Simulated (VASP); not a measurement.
A run of VASP 6.6.1 is set up as follows.

File INCAR:

```
SYSTEM = Sb5S2
  ALGO = Normal
  EDIFF = 1E-7
  EDIFFG = -0.01
  ENCUT = 600
  GGA = PE
  IBRION = 2
  ISIF = 3
  ISMEAR = 0
  LASPH = .True.
  LCHARG = .False.
  LREAL = .False.
  LWAVE = .False.
  NELM = 80
  NSW = 100
  PREC = Accurate
  SIGMA = 0.1
```

Contents of KPOINTS:

```
k-points
0
Gamma
  6 6 6
  0 0 0
```

The input POSCAR:

```
Sb5S2
1.0
    3.4967673971      2.0188595980      4.6372850907
   -3.4967673971      2.0188595980      4.6372850907
    0.0000000000     -4.0377191960      4.6372850907
Sb S
5 2
Direct
    0.5000000000      0.5000000000      0.0000000000
    0.0000000000      0.5000000000      0.5000000000
    0.5000000000      0.0000000000      0.5000000000
    0.0000000000      0.0000000000      0.0000000000
    0.5000000000      0.5000000000      0.5000000000
    0.8008373483      0.8008373483      0.8008373483
    0.1991626517      0.1991626517      0.1991626517
```

Potentials or basis: VASP PAW PBE potentials, release 64 (Sb, S).

Run with:

```console
$ cat potpaw_PBE.64/Sb/POTCAR potpaw_PBE.64/S/POTCAR > POTCAR
$ mpirun -np 1 vasp_std > vasp.out
```

Problem. Estimate the relaxed volume.

Solution. 28.34 Å³/atom.

Problem. Predict the relaxed cell.

Solution. a = 6.135 Å, b = 6.135 Å, c = 6.135 Å, α = 70.42°, β = 70.42°, γ = 70.42°.

The path:
```tsv
step	energy change (eV)	largest force (eV/Å)	pressure (GPa)	volume (Å³)
1	0.0000	0.1368	-0.11	196.42
2	-0.0088	0.0975	0.31	195.86
3	-0.0097	0.0814	0.49	195.61
4	-0.0147	0.0849	0.04	197.89
5	-0.0148	0.0856	-0.05	198.34
6	-0.0156	0.0392	-0.02	198.36
7	-0.0158	0.0025	0.01	198.38
```
